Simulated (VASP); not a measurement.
# TiO2 (Pbcn) in VASP: single point with PBE

Aim: the single point of TiO2 with PBE.

Everything below comes from runs of VASP 6.6.1. Logs are shortened: lines on timing, memory, paths and dates and some standing lists are left out, and cuts for length are marked.

## 1. The cell of the first run

Symmetry: Pbcn, No. 60, orthorhombic system. Conventional cell: a = 4.546 Å, b = 5.513 Å, c = 4.894 Å, α = 90.00°, β = 90.00°, γ = 90.00°. Within 2.5 Å of Ti (site symmetry 2) lie 6 O at 1.87 to 2.10 Å. O (site symmetry 1) has 3 Ti at 1.87 to 2.10 Å and 12 O at 2.58 to 2.97 Å within 3.0 Å.

## 2. Single point, PBE

Contents of INCAR:

```
ALGO = Normal ; EDIFF = 1E-6
ENCUT = 520 ; GGA = PE
ISIF = 2 ; ISMEAR = -1
LASPH = T ; LCHARG = F
LREAL = F ; LWAVE = F
NBANDS = 60 ; NELM = 100
PREC = Accurate ; SIGMA = 0.02
```

Contents of KPOINTS:

```
k-points
0
Gamma
  6 6 6
```

Contents of POSCAR:

```
TiO2
1.0
    5.5133445145      0.0000000000      0.0000000000
    0.0000000000      4.5455754848      0.0000000000
    0.0000000000      0.0000000000      4.8935984327
Ti O
4 8
Direct
    0.0741947636      0.2500000000      0.2043333333
    0.4258052364      0.2500000000      0.7043333333
    0.5741947636      0.7500000000      0.2043333333
    0.9258052364      0.7500000000      0.7043333333
    0.3681568615      0.0211153723      0.3735050158
    0.1318431385      0.0211153723      0.8735050158
    0.6318431385      0.5211153723      0.5351616509
    0.8681568615      0.5211153723      1.0351616509
    0.3681568615      0.4788846277      1.0351616509
    0.1318431385      0.4788846277      0.5351616509
    0.8681568615      0.9788846277      0.3735050158
    0.6318431385      0.9788846277      0.8735050158
```

Potentials or basis: VASP PAW PBE potentials, release 64 (Ti_sv, O).

The run is started by

```console
$ cat potpaw_PBE.64/Ti_sv/POTCAR potpaw_PBE.64/O/POTCAR > POTCAR
$ mpirun -np 1 vasp_std > vasp.out
```

OUTCAR:

```text
EDIFF = 1E-6
   ENCUT = 520
   GGA = PE
   ISIF = 2
   ISMEAR = -1
   LASPH = T
   LREAL = F
   NELM = 100
   PREC = Accurate

 ion  position               nearest neighbor table
   1  0.074  0.250  0.204-   8 1.87  11 1.87   6 1.95  10 1.95   9 2.10   5 2.10
   2  0.426  0.250  0.704-   7 1.87  12 1.87   5 1.95   9 1.95  10 2.10   6 2.10
   3  0.574  0.750  0.204-   9 1.87   5 1.87  12 1.95   7 1.95   8 2.10  11 2.10
   4  0.926  0.750  0.704-  10 1.87   6 1.87  11 1.95   8 1.95   7 2.10  12 2.10
   5  0.368  0.021  0.374-   3 1.87   2 1.95   1 2.10
   6  0.132  0.021  0.874-   4 1.87   1 1.95   2 2.10
   7  0.632  0.521  0.535-   2 1.87   3 1.95   4 2.10
   8  0.868  0.521  0.035-   1 1.87   4 1.95   3 2.10
   9  0.368  0.479  0.035-   3 1.87   2 1.95   1 2.10
  10  0.132  0.479  0.535-   4 1.87   1 1.95   2 2.10
  11  0.868  0.979  0.374-   1 1.87   4 1.95   3 2.10
  12  0.632  0.979  0.874-   2 1.87   3 1.95   4 2.10

  LATTYP: Found a simple orthorhombic cell.
 ALAT       =     4.5455754848
 B/A-ratio  =     1.0765630115
 C/A-ratio  =     1.2129035219

  Lattice vectors:

 A1 = (   0.0000000000,   4.5455754848,   0.0000000000)
 A2 = (   0.0000000000,   0.0000000000,   4.8935984327)
 A3 = (   5.5133445145,   0.0000000000,   0.0000000000)

Analysis of symmetry for initial positions (statically):
=====================================================================
 Subroutine PRICEL returns:
 Original cell was already a primitive cell.

 Routine SETGRP: Setting up the symmetry group for a
 simple orthorhombic supercell.

 Subroutine GETGRP returns: Found  8 space group operations
 (whereof  1 operations were pure point group operations)
 out of a pool of  8 trial point group operations.

The static configuration has the point symmetry C_1 .
 The point group associated with its full space group is D_2h.

Analysis of symmetry for dynamics (positions and initial velocities):
=====================================================================
 Subroutine PRICEL returns:
 Original cell was already a primitive cell.

 Routine SETGRP: Setting up the symmetry group for a
 simple orthorhombic supercell.

 Subroutine GETGRP returns: Found  8 space group operations
 (whereof  1 operations were pure point group operations)
 out of a pool of  8 trial point group operations.
[... 129 lines left out ...]
   ISYM   =      2    0-nonsym 1-usesym 2-fastsym
   POTIM  = 0.5000    time-step for ionic-motion
   TEBEG  =    0.0;   TEEND  =   0.0 temperature during run
   PSTRESS=    0.0 pullay stress
   NELECT =      96.0000    total number of electrons
   NUPDOWN=      -1.0000    fix difference up-down
   EMIN   =  10.00;   EMAX   =-10.00  energy-range for DOS
   EFERMI =   0.00;   METHOD = LEGACY
   ISMEAR =    -1;   SIGMA  =   0.02  broadening in eV -4-tet -1-fermi 0-gaus
   EFERMI_NEDOS =   21; number of points for ismear=-14 and -15
   IALGO  =     38    algorithm
   IMIX   =      4    mixing-type and parameters
     AMIX     =   0.40;   BMIX     =  1.00
     AMIX_MAG =   1.60;   BMIX_MAG =  1.00
  volume/ion in A,a.u.               =      10.22        68.97
  Fermi-wavevector in a.u.,A,eV,Ry     =   1.508763  2.851149 30.971852  2.276367
  Thomas-Fermi vector in A             =   2.619175
   LORBIT       =      0    0 simple, 1 ext, 2 COOP (PROOUT), +10 PAW based schemes
   GGA     = PE    functional components
   LHFCALC =     F    Hartree Fock is set to
   AEXX    =    0.0000 exact exchange contribution
   IVDW    =     0    specifies the selected vdW correction
   LEPSILON=     F    determine dielectric tensor
   LRPA    =     F    only Hartree local field effects (RPA)
 non-spin polarized calculation
  energy-cutoff  :      520.00
  volume of cell :      122.64
 maximum number of plane-waves:      3336
 NGX is ok and might be reduce to    42
   NGX = 21   NGY = 17   NGZ = 19

 number of electron      95.9999997 magnetization

 Free energy of the ion-electron system (eV)
  ---------------------------------------------------
  ext. energy  EPLUGINS =         0.00000000
  ---------------------------------------------------
  free energy    TOTEN  =      -107.34480650 eV

  energy without entropy =     -107.34480650  energy(sigma->0) =     -107.34480650

 E-fermi :   5.1151     XC(G=0): -11.5460

 val. band max:        4.6651875957   @ k =   0.0000   0.0000   0.0000
 cond. band min:       7.3168779500   @ k =   0.0000   0.0000   0.5000
 fundamental gap:      2.6516903543
 Fermi energy:         5.1150644176

 k-point     1 :       0.0000    0.0000    0.0000
  band No.  band energies     occupation
      1     -51.7279      2.00000
      2     -51.7050      2.00000
      3     -51.6988      2.00000
      4     -51.6925      2.00000
      5     -28.1700      2.00000
      6     -28.0945      2.00000
[... 1501 lines left out ...]
     59       9.1363      0.00000
     60       9.1548      0.00000

 [... further k-points ...]

------------------------ aborting loop because EDIFF is reached ----------------------------------------

  FORCE on cell =-STRESS in cart. coord.  units (eV):
  Direction    XX          YY          ZZ          XY          YZ          ZX
  --------------------------------------------------------------------------------------
  -------------------------------------------------------------------------------------
  Total        4.5316086      4.6361875      4.7201563      0.0000000     -0.0000000      0.0000000
  in kB       59.2012174     60.5674438     61.6644166      0.0000000     -0.0000000      0.0000000
  external PRESSURE =      60.4776926 kB  Pullay stress =       0.0000000 kB

 VOLUME and BASIS-vectors are now :
 -----------------------------------------------------------------------------
  energy-cutoff  :      520.00
  volume of cell :      122.64
      direct lattice vectors                 reciprocal lattice vectors
     5.513344514  0.000000000  0.000000000     0.181378109  0.000000000  0.000000000
     0.000000000  4.545575485  0.000000000     0.000000000  0.219994147  0.000000000
     0.000000000  0.000000000  4.893598433     0.000000000  0.000000000  0.204348602

 POSITION                                       TOTAL-FORCE (eV/Angst)
 -----------------------------------------------------------------------------------
      0.40906      1.13639      0.99993         0.015361     -0.000000     -0.000000
      2.34761      1.13639      3.44672        -0.015361     -0.000000     -0.000000
      3.16573      3.40918      0.99993         0.015361     -0.000000     -0.000000
      5.10428      3.40918      3.44672        -0.015361     -0.000000     -0.000000
      2.02978      0.09598      1.82778        -0.047137     -0.015102     -0.008138
      0.72690      0.09598      4.27458         0.047137     -0.015102     -0.008138
      3.48357      2.36877      2.61887         0.047137     -0.015102      0.008138
      4.78645      2.36877      0.17207        -0.047137     -0.015102      0.008138
      2.02978      2.17681      0.17207        -0.047137      0.015102      0.008138
      0.72690      2.17681      2.61887         0.047137      0.015102      0.008138
      4.78645      4.44959      1.82778        -0.047137      0.015102     -0.008138
      3.48357      4.44959      4.27458         0.047137      0.015102     -0.008138
 -----------------------------------------------------------------------------------
    total drift:                                0.000000     -0.000000      0.000244

  FREE ENERGIE OF THE ION-ELECTRON SYSTEM (eV)
  ---------------------------------------------------
  free  energy   TOTEN  =      -107.3448065020 eV

  energy  without entropy=     -107.3448065020  energy(sigma->0) =     -107.34480650
```

Run time: 7.2 min. Hardware: 1 thread of AMD EPYC 7R13 (Zen 3), shared host; peak memory 0.41 GiB.

What came out:

```
Free energy            : -107.3448 eV
Pressure               : 6.0 GPa
Largest force          : 0.050 eV/Å
Band gap on the k mesh : 2.65 eV (least direct gap 2.70 eV)
```

Forces in eV/Å, atoms in the order of the input:
```
Ti   0.015  0.000  0.000
Ti  -0.015  0.000  0.000
Ti   0.015  0.000  0.000
Ti  -0.015  0.000  0.000
O   -0.047 -0.015 -0.008
O    0.047 -0.015 -0.008
O    0.047 -0.015  0.008
O   -0.047 -0.015  0.008
O   -0.047  0.015  0.008
O    0.047  0.015  0.008
O   -0.047  0.015 -0.008
O    0.047  0.015 -0.008
```

Levels at points of the mesh, in eV from the valence-band top:
```tsv
k point	band 46	band 47	band 48	band 49	band 50	band 51
(0.00, 0.00, 0.00)	-0.42	-0.02	0.00	2.70	2.70	2.84
(0.50, 0.00, 0.00)	-1.20	-0.13	-0.13	2.81	2.81	3.24
(0.00, 0.50, 0.00)	-0.50	-0.25	-0.25	3.15	3.15	3.28
(0.50, 0.50, 0.00)	-0.53	-0.35	-0.35	3.02	3.02	3.02
(0.00, 0.00, 0.50)	-0.42	-0.29	-0.29	2.65	2.65	3.08
(0.50, 0.00, 0.50)	-0.44	-0.44	-0.44	2.93	2.93	2.93
(0.00, 0.50, 0.50)	-0.50	-0.50	-0.50	3.01	3.01	3.01
(0.50, 0.50, 0.50)	-0.80	-0.80	-0.80	3.04	3.04	3.04
```

Caveat: the cell stands under pressure.
